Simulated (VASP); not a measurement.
# Sr (P6_3/mmc) in VASP: further runs

Sr is run at these levels: PBEsol; tasks: single point.

All numbers are computed with VASP 6.6.1; they aren't measurements. Logs are shortened: lines on timing, memory, paths and dates and some standing lists are left out, and cuts for length are marked.

**1. The cell of the first run**

The structure is hexagonal, space group P6_3/mmc (No. 194). The conventional cell has a = 4.181 Å, b = 4.181 Å, c = 6.838 Å, α = 90.00°, β = 90.00°, γ = 120.00°. Sr (site symmetry -6m2) has 12 Sr at 4.18 to 4.19 Å within 5.5 Å.

This isn't the form of Sr at room conditions, which is fcc.

**2. Single point, PBEsol (strain -0.030 along x and y, -0.030 along z)**

The input, INCAR:

```
  ALGO = Fast
  EDIFF = 1E-6
  ENCUT = 520
  GGA = PS
  ISIF = 2
  ISMEAR = 0
  LASPH = T
  LCHARG = T
  LELF = T
  LREAL = F
  LVHAR = T
  LWAVE = F
  NBANDS = 17
  NELM = 100
  PREC = Accurate
  SIGMA = 0.15
```

The input, KPOINTS:

```
k-points
0
Gamma
  15 15 8
```

The input, POSCAR:

```
Sr
1.0
    4.1807002141      0.0000000000      0.0000000000
   -2.0903501071      3.6205925910      0.0000000000
    0.0000000000      0.0000000000      6.8385000000
Sr
2
Direct
    0.3333333333      0.6666666667      0.2500000000
    0.6666666667      0.3333333333      0.7500000000
```

Potentials or basis: VASP PAW PBE potentials, release 64 (Sr_sv).

The run is started by

```sh
$ cat potpaw_PBE.64/Sr_sv/POTCAR > POTCAR
$ mpirun -np 1 vasp_std > vasp.out
```

OUTCAR:

```text
EDIFF = 1E-6
   ENCUT = 520
   GGA = PS
   ISIF = 2
   ISMEAR = 0
   LASPH = T
   LREAL = F
   NELM = 100
   PREC = Accurate

 ion  position               nearest neighbor table
   1  0.333  0.667  0.250-   2 4.19   2 4.19   2 4.19   2 4.19   2 4.19   2 4.19
   2  0.667  0.333  0.750-   1 4.19   1 4.19   1 4.19   1 4.19   1 4.19   1 4.19

  LATTYP: Found a hexagonal cell.
 ALAT       =     4.1807002141
 C/A-ratio  =     1.6357307747

  Lattice vectors:

 A1 = (   4.1807002141,   0.0000000000,   0.0000000000)
 A2 = (  -2.0903501071,   3.6205925910,   0.0000000000)
 A3 = (   0.0000000000,   0.0000000000,   6.8385000000)

Analysis of symmetry for initial positions (statically):
=====================================================================
 Subroutine PRICEL returns:
 Original cell was already a primitive cell.

 Routine SETGRP: Setting up the symmetry group for a
 hexagonal supercell.

 Subroutine GETGRP returns: Found 24 space group operations
 (whereof 12 operations were pure point group operations)
 out of a pool of 24 trial point group operations.

The static configuration has the point symmetry D_3d.
 The point group associated with its full space group is D_6h.

Analysis of symmetry for dynamics (positions and initial velocities):
=====================================================================
 Subroutine PRICEL returns:
 Original cell was already a primitive cell.

 Routine SETGRP: Setting up the symmetry group for a
 hexagonal supercell.

 Subroutine GETGRP returns: Found 24 space group operations
 (whereof 12 operations were pure point group operations)
 out of a pool of 24 trial point group operations.

The dynamic configuration has the point symmetry D_3d.
 The point group associated with its full space group is D_6h.

 Subroutine INISYM returns: Found 24 space group operations
 (whereof 12 operations are pure point group operations),
 and found     1 'primitive' translations

----------------------------------------------------------------------------------------

                                     Primitive cell

  volume of cell :     103.5117

  direct lattice vectors                    reciprocal lattice vectors
     4.180700214  0.000000000  0.000000000     0.239194381  0.138098940  0.000000000
    -2.090350107  3.620592591  0.000000000     0.000000000  0.276197881  0.000000000
     0.000000000  0.000000000  6.838500000     0.000000000  0.000000000  0.146230899

  length of vectors
     4.180700214  4.180700214  6.838500000     0.276197881  0.276197881  0.146230899

  position of ions in fractional coordinates (direct lattice)
     0.333333333  0.666666667  0.250000000
     0.666666667  0.333333333  0.750000000

  ion indices of the primitive-cell ions
   primitive index   ion index
                 1           1
                 2           2

----------------------------------------------------------------------------------------

 KPOINTS: k-points

Automatic generation of k-mesh.
 Grid dimensions read from file:
 generate k-points for:   15   15    8

 Generating k-lattice:

  Cartesian coordinates                     Fractional coordinates (reciprocal lattice)
     0.015946292  0.009206596  0.000000000     0.066666667 -0.000000000  0.000000000
     0.000000000  0.018413192  0.000000000     0.000000000  0.066666667  0.000000000
     0.000000000  0.000000000  0.018278862     0.000000000  0.000000000  0.125000000

  Length of vectors
     0.018413192  0.018413192  0.018278862

  Shift w.r.t. Gamma in fractional coordinates (k-lattice)
     0.000000000  0.000000000  0.000000000

 Subroutine IBZKPT returns following result:
 ===========================================

 Found    135 irreducible k-points:

 Following reciprocal coordinates:
            Coordinates               Weight
  0.000000  0.000000  0.000000      1.000000
  0.066667  0.000000  0.000000      6.000000
  0.133333  0.000000  0.000000      6.000000
  0.200000 -0.000000  0.000000      6.000000
  0.266667  0.000000  0.000000      6.000000
  0.333333  0.000000  0.000000      6.000000
[... 16 lines left out ...]
  0.333333  0.200000  0.000000     12.000000
  0.400000  0.200000  0.000000      6.000000
 [... further k-points ...]
   k-points           NKPTS =    135   k-points in BZ     NKDIM =    135   number of bands    NBANDS=     17
   number of dos      NEDOS =    301   number of ions     NIONS =      2
   total plane-waves  NPLWV =  55296
   dimension x,y,z NGX =    32 NGY =   32 NGZ =   54
   dimension x,y,z NGXF=    64 NGYF=   64 NGZF=  108
   ions per type =               2
   NGX,Y,Z   is equivalent  to a cutoff of  12.72, 12.72, 13.13 a.u.
   NGXF,Y,Z  is equivalent  to a cutoff of  25.45, 25.45, 26.26 a.u.
 SYSTEM =  unknown system
   PREC   = accura    normal or accurate (medium, high low for compatibility)
   ISTART =      0    job   : 0-new  1-cont  2-samecut
   ICHARG =      2    charge: 1-file 2-atom 10-const
   ISPIN  =      1    spin polarized calculation?
   LNONCOLLINEAR =      F non collinear calculations
   LSORBIT =      F    spin-orbit coupling
   LASPH  =      T    aspherical Exc in radial PAW
   ENCUT  =  520.0 eV  38.22 Ry    6.18 a.u.   7.77  7.77 12.72*2*pi/ulx,y,z
   NELM   =    100;   NELMIN=  2; NELMDL= -5     # of ELM steps
   EDIFF  = 0.1E-05   stopping-criterion for ELM
   LREAL  =      F    real-space projection
   EDIFFG = 0.1E-04   stopping-criterion for IOM
   NSW    =      0    number of steps for IOM
   IBRION =     -1    ionic relax: 0-MD 1-quasi-New 2-CG
   NFREE  =      0    steps in history (QN), initial steepest desc. (CG)
   ISIF   =      2    stress and relaxation
   ISYM   =      2    0-nonsym 1-usesym 2-fastsym
   POTIM  = 0.5000    time-step for ionic-motion
   TEBEG  =    0.0;   TEEND  =   0.0 temperature during run
   PSTRESS=    0.0 pullay stress
   NELECT =      20.0000    total number of electrons
   NUPDOWN=      -1.0000    fix difference up-down
   EMIN   =  10.00;   EMAX   =-10.00  energy-range for DOS
   EFERMI =   0.00;   METHOD = LEGACY
   ISMEAR =     0;   SIGMA  =   0.15  broadening in eV -4-tet -1-fermi 0-gaus
   EFERMI_NEDOS =   21; number of points for ismear=-14 and -15
   IALGO  =     68    algorithm
   IMIX   =      4    mixing-type and parameters
     AMIX     =   0.40;   BMIX     =  1.00
     AMIX_MAG =   1.60;   BMIX_MAG =  1.00
  volume/ion in A,a.u.               =      51.76       349.27
  Fermi-wavevector in a.u.,A,eV,Ry     =   0.946430  1.788493 12.187133  0.895729
  Thomas-Fermi vector in A             =   2.074427
   LORBIT       =      0    0 simple, 1 ext, 2 COOP (PROOUT), +10 PAW based schemes
   GGA     = PS    functional components
   LHFCALC =     F    Hartree Fock is set to
   AEXX    =    0.0000 exact exchange contribution
   IVDW    =     0    specifies the selected vdW correction
   LEPSILON=     F    determine dielectric tensor
   LRPA    =     F    only Hartree local field effects (RPA)
 non-spin polarized calculation
 RMM-DIIS sequential band-by-band and
 Gauss-broadening in eV      SIGMA  =   0.15
  energy-cutoff  :      520.00
  volume of cell :      103.51
 maximum number of plane-waves:      2816
 NGX is ok and might be reduce to    32
   NGX = 15   NGY = 15   NGZ = 25

 number of electron      20.0000000 magnetization

 Free energy of the ion-electron system (eV)
  ---------------------------------------------------
  ext. energy  EPLUGINS =         0.00000000
  ---------------------------------------------------
  free energy    TOTEN  =        -3.68367330 eV

  energy without entropy =       -3.65588051  energy(sigma->0) =       -3.66977691

 E-fermi :   1.7193     XC(G=0):  -7.6220

 val. band max:        1.7071904110   @ k =   0.3333   0.0000   0.0000
 cond. band min:       1.7212084399   @ k =   0.4000  -0.0000   0.0000
 fundamental gap:      0.0140180289
 Fermi energy:         1.7192904172

 k-point     1 :       0.0000    0.0000    0.0000
  band No.  band energies     occupation
      1     -34.7079      2.00000
      2     -34.6892      2.00000
      3     -16.8411      2.00000
      4     -16.6316      2.00000
      5     -16.6316      2.00000
      6     -16.5985      2.00000
[... 9 lines left out ...]
     16       4.4964      0.00000
     17       5.0492      0.00000

 k-point     2 :       0.0667    0.0000    0.0000
  band No.  band energies     occupation
      1     -34.7071      2.00000
      2     -34.6888      2.00000
      3     -16.8376      2.00000
      4     -16.6398      2.00000
      5     -16.6342      2.00000
      6     -16.6070      2.00000
[... 9 lines left out ...]
     16       4.5615      0.00000
     17       4.9307      0.00000

 k-point     3 :       0.1333    0.0000    0.0000
  band No.  band energies     occupation
      1     -34.7051      2.00000
      2     -34.6878      2.00000
      3     -16.8273      2.00000
      4     -16.6630      2.00000
      5     -16.6414      2.00000
      6     -16.6309      2.00000
[... 9 lines left out ...]
     16       4.5859      0.00000
     17       4.7603      0.00000

 k-point     4 :       0.2000   -0.0000    0.0000
  band No.  band energies     occupation
      1     -34.7019      2.00000
      2     -34.6864      2.00000
      3     -16.8113      2.00000
      4     -16.6974      2.00000
      5     -16.6654      2.00000
      6     -16.6517      2.00000
[... 9 lines left out ...]
     16       4.6210      0.00000
     17       4.6991      0.00000
[... 343 lines left out ...]
      1     -34.6904      2.00000
      2     -34.6829      2.00000
      3     -16.7797      2.00000
      4     -16.7619      2.00000
      5     -16.7425      2.00000
      6     -16.6991      2.00000
[... 9 lines left out ...]
     16       5.4329      0.00000
     17       5.6250      0.00000

 k-point    23 :       0.3333    0.2000    0.0000
  band No.  band energies     occupation
      1     -34.6879      2.00000
      2     -34.6829      2.00000
      3     -16.7961      2.00000
      4     -16.7649      2.00000
      5     -16.7238      2.00000
      6     -16.7160      2.00000
[... 9 lines left out ...]
     16       5.5303      0.00000
     17       5.8741      0.00000

 k-point    24 :       0.4000    0.2000    0.0000
  band No.  band energies     occupation
      1     -34.6868      2.00000
      2     -34.6830      2.00000
      3     -16.8018      2.00000
      4     -16.7646      2.00000
      5     -16.7234      2.00000
      6     -16.7148      2.00000
[... 9 lines left out ...]
     16       5.6657      0.00000
     17       5.8886      0.00000

 [... further k-points ...]

------------------------ aborting loop because EDIFF is reached ----------------------------------------

  FORCE on cell =-STRESS in cart. coord.  units (eV):
  Direction    XX          YY          ZZ          XY          YZ          ZX
  --------------------------------------------------------------------------------------
  -------------------------------------------------------------------------------------
  Total        0.0795569      0.0795569      0.1346112     -0.0000000      0.0000000      0.0000000
  in kB        1.2313988      1.2313988      2.0835414     -0.0000000      0.0000000      0.0000000
  external PRESSURE =       1.5154463 kB  Pullay stress =       0.0000000 kB

 VOLUME and BASIS-vectors are now :
 -----------------------------------------------------------------------------
  energy-cutoff  :      520.00
  volume of cell :      103.51
      direct lattice vectors                 reciprocal lattice vectors
     4.180700214  0.000000000  0.000000000     0.239194381  0.138098940  0.000000000
    -2.090350107  3.620592591  0.000000000     0.000000000  0.276197881  0.000000000
     0.000000000  0.000000000  6.838500000     0.000000000  0.000000000  0.146230899

 POSITION                                       TOTAL-FORCE (eV/Angst)
 -----------------------------------------------------------------------------------
     -0.00000      2.41373      1.70962         0.000000     -0.000000      0.000000
      2.09035      1.20686      5.12887        -0.000000      0.000000      0.000000
 -----------------------------------------------------------------------------------
    total drift:                                0.000000     -0.000000      0.000000

  FREE ENERGIE OF THE ION-ELECTRON SYSTEM (eV)
  ---------------------------------------------------
  free  energy   TOTEN  =        -3.6836732980 eV

  energy  without entropy=       -3.6558805141  energy(sigma->0) =       -3.66977691
```

Wall time 81 s (1 thread of Intel Xeon 6975P-C (Granite Rapids), shared host); peak memory 0.36 GiB.

What came out:

| Property | Result |
| --- | --- |
| Free energy | -3.6837 eV |
| Pressure | 0.2 GPa |
| Band gap on the k mesh | zero (bands 10 and 11 overlap by 0.22 eV) |

Caveat: the cell differs from its parent crystal (strain -0.030 along x and y, -0.030 along z); the PAW data sets were made with another functional, which shifts forces and pressure a little.

(Part 1 of 3 ends here.)
